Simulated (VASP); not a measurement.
# TaN (Fm-3m) in VASP: single point with r2SCAN

Aim: the single point of TaN with r2SCAN.

All numbers are computed with VASP 6.6.1; they aren't measurements. Logs are shortened: lines on timing, memory, paths and dates and some standing lists are left out, and cuts for length are marked.

## (1) The cell of the first run

The structure is cubic, space group Fm-3m (No. 225). Conventional cell: a = 4.358 Å, b = 4.358 Å, c = 4.358 Å, α = 90.00°, β = 90.00°, γ = 90.00°. Within 2.9 Å of Ta (site symmetry m-3m) lie 6 N at 2.18 Å. Within 2.9 Å of N (site symmetry m-3m) lie 6 Ta at 2.18 Å.

## (2) Single point, r2SCAN

POSCAR reads:

```
TaN
1.0
    4.3580000000      0.0000000000      0.0000000000
    0.0000000000     -4.3580000000      0.0000000000
    0.0000000000      0.0000000000     -4.3580000000
Ta N
4 4
Direct
    0.5000000000      0.0000000000      0.0000000000
    0.0000000000      0.5000000000      0.0000000000
    0.0000000000      0.0000000000      0.5000000000
    0.5000000000      0.5000000000      0.5000000000
    0.0000000000      0.5000000000      0.5000000000
    0.5000000000      0.0000000000      0.5000000000
    0.5000000000      0.5000000000      0.0000000000
    0.0000000000      0.0000000000      0.0000000000
```

INCAR.step1 reads:

```
ALGO = Normal
EDIFF = 1E-4
ENCUT = 520
GGA = PE
ISMEAR = 0
LASPH = T
LCHARG = F
LREAL = F
LWAVE = T
NBANDS = 42
NELM = 60
PREC = Accurate
SIGMA = 0.15
```

INCAR.step2 reads:

```
ALGO = Normal
EDIFF = 1E-6
ENCUT = 520
ISIF = 2
ISMEAR = 0
ISTART = 1
LASPH = T
LCHARG = F
LMIXTAU = T
LREAL = F
LWAVE = F
METAGGA = R2SCAN
NBANDS = 42
NELM = 60
PREC = Accurate
SIGMA = 0.15
```

KPOINTS reads:

```
k-points
0
Gamma
  12 12 12
```

Potentials or basis: VASP PAW PBE potentials, release 64 (Ta_pv, N).

Launch:

```console
$ cat potpaw_PBE.64/Ta_pv/POTCAR potpaw_PBE.64/N/POTCAR > POTCAR
$ cp INCAR.step1 INCAR
$ mpirun -np 1 vasp_std > vasp.out
$ cp INCAR.step2 INCAR
$ mpirun -np 1 vasp_std > vasp.out
```

OUTCAR:

```text
EDIFF = 1E-6
   ENCUT = 520
   ISIF = 2
   ISMEAR = 0
   ISTART = 1
   LASPH = T
   LREAL = F
   METAGGA = R2SCAN
   NELM = 60
   PREC = Accurate

 ion  position               nearest neighbor table
   1  0.500  0.000  0.000-   6 2.18   7 2.18   8 2.18   6 2.18   7 2.18   8 2.18   3 3.08   4 3.08
                             2 3.08   2 3.08   4 3.08   3 3.08   4 3.08   2 3.08   3 3.08   4 3.08
   2  0.000  0.500  0.000-   5 2.18   7 2.18   8 2.18   5 2.18   8 2.18   7 2.18   3 3.08   4 3.08
                             1 3.08   1 3.08   3 3.08   3 3.08   3 3.08   1 3.08   4 3.08   4 3.08
   3  0.000  0.000  0.500-   5 2.18   6 2.18   8 2.18   8 2.18   5 2.18   6 2.18   1 3.08   2 3.08
                             1 3.08   2 3.08   4 3.08   2 3.08   2 3.08   1 3.08   4 3.08   4 3.08
   4  0.500  0.500  0.500-   5 2.18   6 2.18   7 2.18   7 2.18   6 2.18   5 2.18   1 3.08   2 3.08
                             1 3.08   1 3.08   3 3.08   2 3.08   1 3.08   2 3.08   3 3.08   3 3.08
   5  0.000  0.500  0.500-   2 2.18   3 2.18   4 2.18   2 2.18   3 2.18   4 2.18
   6  0.500  0.000  0.500-   1 2.18   3 2.18   4 2.18   1 2.18   4 2.18   3 2.18
   7  0.500  0.500  0.000-   1 2.18   2 2.18   4 2.18   4 2.18   1 2.18   2 2.18
   8  0.000  0.000  0.000-   1 2.18   2 2.18   3 2.18   3 2.18   2 2.18   1 2.18

  LATTYP: Found a simple cubic cell.
 ALAT       =     4.3580000000

  Lattice vectors:

 A1 = (   4.3580000000,   0.0000000000,   0.0000000000)
 A2 = (   0.0000000000,  -4.3580000000,   0.0000000000)
 A3 = (   0.0000000000,   0.0000000000,  -4.3580000000)

Analysis of symmetry for initial positions (statically):
=====================================================================
 Subroutine PRICEL returns following result:

  LATTYP: Found a face centered cubic cell.
 ALAT       =     4.3580000000

  Lattice vectors:

 A1 = (   2.1790000000,   2.1790000000,   0.0000000000)
 A2 = (   2.1790000000,   0.0000000000,  -2.1790000000)
 A3 = (   0.0000000000,   2.1790000000,  -2.1790000000)

   4 primitive cells build up your supercell.

 Routine SETGRP: Setting up the symmetry group for a
 simple cubic supercell.

 Subroutine GETGRP returns: Found 48 space group operations
 (whereof 48 operations were pure point group operations)
 out of a pool of 48 trial point group operations.

The static configuration has the point symmetry O_h .

Analysis of symmetry for dynamics (positions and initial velocities):
=====================================================================
 Subroutine PRICEL returns following result:

  LATTYP: Found a face centered cubic cell.
 ALAT       =     4.3580000000

  Lattice vectors:

 A1 = (   2.1790000000,   2.1790000000,   0.0000000000)
 A2 = (   2.1790000000,   0.0000000000,  -2.1790000000)
 A3 = (   0.0000000000,   2.1790000000,  -2.1790000000)

   4 primitive cells build up your supercell.

 Routine SETGRP: Setting up the symmetry group for a
 simple cubic supercell.

 Subroutine GETGRP returns: Found 48 space group operations
 (whereof 48 operations were pure point group operations)
 out of a pool of 48 trial point group operations.

The dynamic configuration has the point symmetry O_h .

 Subroutine INISYM returns: Found 48 space group operations
 (whereof 48 operations are pure point group operations),
 and found     4 'primitive' translations

----------------------------------------------------------------------------------------

                                     Primitive cell

  volume of cell :      20.6920

  direct lattice vectors                    reciprocal lattice vectors
     2.179000000  2.179000000  0.000000000     0.229463056  0.229463056  0.229463056
     2.179000000  0.000000000 -2.179000000     0.229463056 -0.229463056 -0.229463056
     0.000000000  2.179000000 -2.179000000    -0.229463056  0.229463056 -0.229463056

  length of vectors
     3.081571352  3.081571352  3.081571352     0.397441672  0.397441672  0.397441672

  position of ions in fractional coordinates (direct lattice)
     0.500000000  0.500000000  0.500000000
     1.000000000  0.000000000  0.000000000

  ion indices of the primitive-cell ions
   primitive index   ion index
                 1           1
                 2           7

----------------------------------------------------------------------------------------

 KPOINTS: k-points

Automatic generation of k-mesh.
 Grid dimensions read from file:
 generate k-points for:   12   12   12

 Generating k-lattice:

  Cartesian coordinates                     Fractional coordinates (reciprocal lattice)
     0.019121921  0.000000000  0.000000000     0.083333333  0.000000000  0.000000000
     0.000000000 -0.019121921  0.000000000     0.000000000  0.083333333  0.000000000
     0.000000000  0.000000000 -0.019121921     0.000000000  0.000000000  0.083333333

  Length of vectors
     0.019121921  0.019121921  0.019121921

  Shift w.r.t. Gamma in fractional coordinates (k-lattice)
     0.000000000  0.000000000  0.000000000

 Subroutine IBZKPT returns following result:
 ===========================================

 Found     84 irreducible k-points:

 Following reciprocal coordinates:
            Coordinates               Weight
  0.000000  0.000000  0.000000      1.000000
  0.083333  0.000000  0.000000      6.000000
  0.166667  0.000000  0.000000      6.000000
  0.250000  0.000000  0.000000      6.000000
  0.333333  0.000000  0.000000      6.000000
  0.416667  0.000000  0.000000      6.000000
[... 16 lines left out ...]
  0.333333  0.333333  0.000000     12.000000
  0.416667  0.333333  0.000000     24.000000
 [... further k-points ...]
   k-points           NKPTS =     84   k-points in BZ     NKDIM =     84   number of bands    NBANDS=     42
   number of dos      NEDOS =    301   number of ions     NIONS =      8
   total plane-waves  NPLWV =  32768
   dimension x,y,z NGX =    32 NGY =   32 NGZ =   32
   dimension x,y,z NGXF=    64 NGYF=   64 NGZF=   64
   ions per type =               4   4
   NGX,Y,Z   is equivalent  to a cutoff of  12.21, 12.21, 12.21 a.u.
   NGXF,Y,Z  is equivalent  to a cutoff of  24.41, 24.41, 24.41 a.u.
 SYSTEM =  unknown system
   PREC   = accura    normal or accurate (medium, high low for compatibility)
   ISTART =      1    job   : 0-new  1-cont  2-samecut
   ICHARG =      0    charge: 1-file 2-atom 10-const
   ISPIN  =      1    spin polarized calculation?
   LNONCOLLINEAR =      F non collinear calculations
   LSORBIT =      F    spin-orbit coupling
   LASPH  =      T    aspherical Exc in radial PAW
   ENCUT  =  520.0 eV  38.22 Ry    6.18 a.u.   8.10  8.10  8.10*2*pi/ulx,y,z
   NELM   =     60;   NELMIN=  2; NELMDL=  0     # of ELM steps
   EDIFF  = 0.1E-05   stopping-criterion for ELM
   LREAL  =      F    real-space projection
[... 7 lines left out ...]
   TEBEG  =    0.0;   TEEND  =   0.0 temperature during run
   PSTRESS=    0.0 pullay stress
   NELECT =      64.0000    total number of electrons
   NUPDOWN=      -1.0000    fix difference up-down
   EMIN   =  10.00;   EMAX   =-10.00  energy-range for DOS
   EFERMI =   0.00;   METHOD = LEGACY
   ISMEAR =     0;   SIGMA  =   0.15  broadening in eV -4-tet -1-fermi 0-gaus
   EFERMI_NEDOS =   21; number of points for ismear=-14 and -15
   IALGO  =     38    algorithm
   IMIX   =      4    mixing-type and parameters
     AMIX     =   0.40;   BMIX     =  1.00
     AMIX_MAG =   1.60;   BMIX_MAG =  1.00
  volume/ion in A,a.u.               =      10.35        69.82
  Fermi-wavevector in a.u.,A,eV,Ry     =   1.502615  2.839530 30.719922  2.257851
  Thomas-Fermi vector in A             =   2.613832
   LORBIT       =      0    0 simple, 1 ext, 2 COOP (PROOUT), +10 PAW based schemes
   METAGGA = R2SCAN    functional components
   LHFCALC =     F    Hartree Fock is set to
   AEXX    =    0.0000 exact exchange contribution
   IVDW    =     0    specifies the selected vdW correction
   LEPSILON=     F    determine dielectric tensor
   LRPA    =     F    only Hartree local field effects (RPA)
 non-spin polarized calculation
 Gauss-broadening in eV      SIGMA  =   0.15
  energy-cutoff  :      520.00
  volume of cell :       82.77
 maximum number of plane-waves:      2272
   NGX = 17   NGY = 17   NGZ = 17

 number of electron      64.0000026 magnetization

 Free energy of the ion-electron system (eV)
  ---------------------------------------------------
  ext. energy  EPLUGINS =         0.00000000
  ---------------------------------------------------
  free energy    TOTEN  =      -238.41164600 eV

  energy without entropy =     -238.36627095  energy(sigma->0) =     -238.38895848

 E-fermi :   9.9278     XC(G=0): -14.6306

 val. band max:        9.9080222158   @ k =   0.4167   0.3333   0.1667
 cond. band min:       9.9291648711   @ k =   0.3333   0.1667   0.1667
 fundamental gap:      0.0211426553
 Fermi energy:         9.9278478170

 k-point     1 :       0.0000    0.0000    0.0000
  band No.  band energies     occupation
      1     -27.9861      2.00000
      2     -27.9861      2.00000
      3     -27.9861      2.00000
      4     -27.4895      2.00000
      5     -27.4895      2.00000
      6     -27.4895      2.00000
[... 34 lines left out ...]
     41      13.6322      0.00000
     42      13.6322      0.00000

 k-point     2 :       0.0833    0.0000    0.0000
  band No.  band energies     occupation
      1     -27.9779      2.00000
      2     -27.9779      2.00000
      3     -27.9751      2.00000
      4     -27.4983      2.00000
      5     -27.4983      2.00000
      6     -27.4918      2.00000
[... 34 lines left out ...]
     41      13.4956      0.00000
     42      13.5019      0.00000

 k-point     3 :       0.1667    0.0000    0.0000
  band No.  band energies     occupation
      1     -27.9539      2.00000
      2     -27.9539      2.00000
      3     -27.9425      2.00000
      4     -27.5238      2.00000
      5     -27.5238      2.00000
      6     -27.4980      2.00000
[... 897 lines left out ...]
      4     -27.7538      2.00000
      5     -27.6645      2.00000
      6     -27.5267      2.00000
[... 34 lines left out ...]
     41      12.5599      0.00000
     42      13.2309      0.00000

 k-point    24 :       0.4167    0.3333    0.0000
  band No.  band energies     occupation
      1     -27.8747      2.00000
      2     -27.8476      2.00000
      3     -27.8418      2.00000
      4     -27.7370      2.00000
      5     -27.6996      2.00000
      6     -27.5820      2.00000
[... 34 lines left out ...]
     41      12.3948      0.00000
     42      12.9666      0.00000

 [... further k-points ...]
[... 5 lines left out ...]
  --------------------------------------------------------------------------------------
  -------------------------------------------------------------------------------------
  Total        6.2055630      6.2055630      6.2055630     -0.0000000     -0.0000000     -0.0000000
  in kB      120.1240850    120.1240850    120.1240850     -0.0000000     -0.0000000     -0.0000000
  external PRESSURE =     120.1240850 kB  Pullay stress =       0.0000000 kB

 VOLUME and BASIS-vectors are now :
 -----------------------------------------------------------------------------
  energy-cutoff  :      520.00
  volume of cell :       82.77
      direct lattice vectors                 reciprocal lattice vectors
     4.358000000  0.000000000  0.000000000     0.229463056  0.000000000  0.000000000
     0.000000000 -4.358000000  0.000000000     0.000000000 -0.229463056  0.000000000
     0.000000000  0.000000000 -4.358000000     0.000000000  0.000000000 -0.229463056

 POSITION                                       TOTAL-FORCE (eV/Angst)
 -----------------------------------------------------------------------------------
      2.17900      0.00000      0.00000        -0.000000      0.000000      0.000000
      0.00000     -2.17900      0.00000         0.000000      0.000000     -0.000000
      0.00000      0.00000     -2.17900         0.000000      0.000000      0.000000
      2.17900     -2.17900     -2.17900        -0.000000      0.000000      0.000000
      0.00000     -2.17900     -2.17900         0.000000      0.000000     -0.000000
      2.17900      0.00000     -2.17900        -0.000000      0.000000      0.000000
      2.17900     -2.17900      0.00000         0.000000     -0.000000     -0.000000
      0.00000      0.00000      0.00000        -0.000000     -0.000000      0.000000
 -----------------------------------------------------------------------------------
    total drift:                                0.000000     -0.000000     -0.000000

  FREE ENERGIE OF THE ION-ELECTRON SYSTEM (eV)
  ---------------------------------------------------
  free  energy   TOTEN  =      -238.4116460023 eV

  energy  without entropy=     -238.3662709478  energy(sigma->0) =     -238.38895848
```

Run time: 5.7 min. Hardware: 1 thread of Intel Xeon Platinum 8488C (Sapphire Rapids), shared host; peak memory 0.34 GiB.

What came out:

| Property | Result |
| --- | --- |
| Free energy | -238.4116 eV |
| Pressure | 12.0 GPa |
| Band gap on the k mesh | zero (bands 32 and 33 overlap by 4.26 eV) |

Caveat: the cell stands under pressure; the PAW data sets were made with another functional, which shifts forces and pressure a little; spin-orbit coupling is left out, which moves the levels of the heavy elements.

The gap in the log of VASP goes by the Fermi energy; the results here count the filled bands.